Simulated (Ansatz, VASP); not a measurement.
Two plane-wave programs on Co

File INCAR:

```
ALGO = Normal
EDIFF = 1E-6
ENCUT = 520
GGA = RP
ISIF = 2
ISMEAR = -1
ISPIN = 2
LASPH = True
LCHARG = False
LMAXMIX = 4
LORBIT = 11
LREAL = False
LWAVE = False
MAGMOM = 1.88
NBANDS = 14
NELM = 150
PREC = Accurate
SIGMA = 0.05
```

Contents of KPOINTS:

```
k-points
0
Gamma
  17 17 17
```

The input POSCAR:

```
Co
1.0
   -1.3809812630      1.3809812630      1.3809812630
    1.3809812630     -1.3809812630      1.3809812630
    1.3809812630      1.3809812630     -1.3809812630
Co
1
Direct
    0.0000000000      0.0000000000      0.0000000000
```

Input for Ansatz:

```yaml
crystal:
  lattice:
    - [-1.380981263, 1.380981263, 1.380981263]
    - [1.380981263, -1.380981263, 1.380981263]
    - [1.380981263, 1.380981263, -1.380981263]
  atoms:
    - { symbol: Co, position: [0.0, 0.0, 0.0], spin: 1.88 }
hamiltonian:
  xc: rpbe
  pseudopotentials:
    kind: paw
    azcp:
      Co: "pseudopotentials/Co.paw.azcp"
basis:
  ecutwfc: 420
  fft_grid_basis: typed
kpoints:
  mp_grid: { grid: [17, 17, 17], shift: [0, 0, 0] }
magnetization:
  spin_polarized: true
scf:
  occupations: { method: fermi_dirac, width: 0.05 }
  lower_state_search: "off"
output:
  stress: true
```

Alike in both runs: task single point; functional RPBE; k mesh 17 × 17 × 17; occupations fermi-dirac, width 0.05 eV; collinear spin.

|  | VASP | Ansatz |
| --- | --- | --- |
| version | VASP 6.6.1 | Ansatz 0.2.0 |
| potentials or method | VASP PAW PBE potentials, release 64 (Co), cutoff 520 eV | plane waves (420 eV) with PAW, scalar-relativistic |
| valence electrons in the cell | 9 | 17 |

Ansatz gave:

* pressure (GPa): 18.5
* net moment per atom (μB): 1.74
* size of the moment on the site where the two differ most (μB): 1.81

Task: Estimate VASP's values.

Result: Pressure (GPa): 17.5; net moment per atom (μB): 1.73; size of the moment on the site where the two differ most (μB): 1.75.

VASP's potentials were made for PBE, not for RPBE. Site moments also hang on the region over which each program counts them. VASP's potentials hold 9 valence electrons a cell and Ansatz's 17, so a difference there can come from the potentials and not from the codes.
